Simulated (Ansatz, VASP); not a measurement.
## AlCo4 in VASP and in Ansatz

```
CELL_PARAMETERS angstrom
3.47347 -2.34526 0.00000
3.47347 2.34526 0.00000
0.00000 0.00000 4.00078
ATOMIC_POSITIONS crystal
Al 0.50000 0.50000 0.00000
Co 0.83415 0.83415 0.00000
Co 0.16585 0.16585 0.00000
Co 0.24088 0.75912 0.50000
Co 0.75912 0.24088 0.50000
```

Alike in both runs: functional PBE; k mesh 4 × 4 × 6; occupations gaussian, width 0.1 eV; collinear spin.

Ansatz relaxed the structure, and its values are those at the end. VASP's run is a single point on that final structure, the one shown.

|  | VASP | Ansatz |
| --- | --- | --- |
| version | VASP 6.6.1 | Ansatz 0.2.0 |
| potentials or method | VASP PAW PBE potentials, release 64 (Al, Co), cutoff 520 eV | scalar-relativistic, plane waves, PAW |
| valence electrons in the cell | 39 | 71 |

Ansatz gave:

```
gap on the k mesh at the Fermi level (eV)                     : none
pressure (GPa)                                                : 0.2
rms of the force components (eV/Å)                            : 0.006
net moment per atom (μB)                                      : 1.18
size of the moment on the site where the two differ most (μB) : 1.56
```

Task: Estimate VASP's values.

Result: gap on the k mesh at the Fermi level (eV): none; pressure (GPa): -1.0; rms of the force components (eV/Å): 0.118; net moment per atom (μB): 0.28; size of the moment on the site where the two differ most (μB): 0.79.

The net moments are unlike, so the other rows may belong to different states. Site moments also hang on the region over which each program counts them. A gap of «none» marks a metal or a gap that the smearing closes. VASP's potentials hold 39 valence electrons a cell and Ansatz's 71, so a difference there can come from the potentials and not from the codes. Ansatz's warnings: seeded moment not kept.

The k mesh is coarse, so the values compare programs but aren't converged.
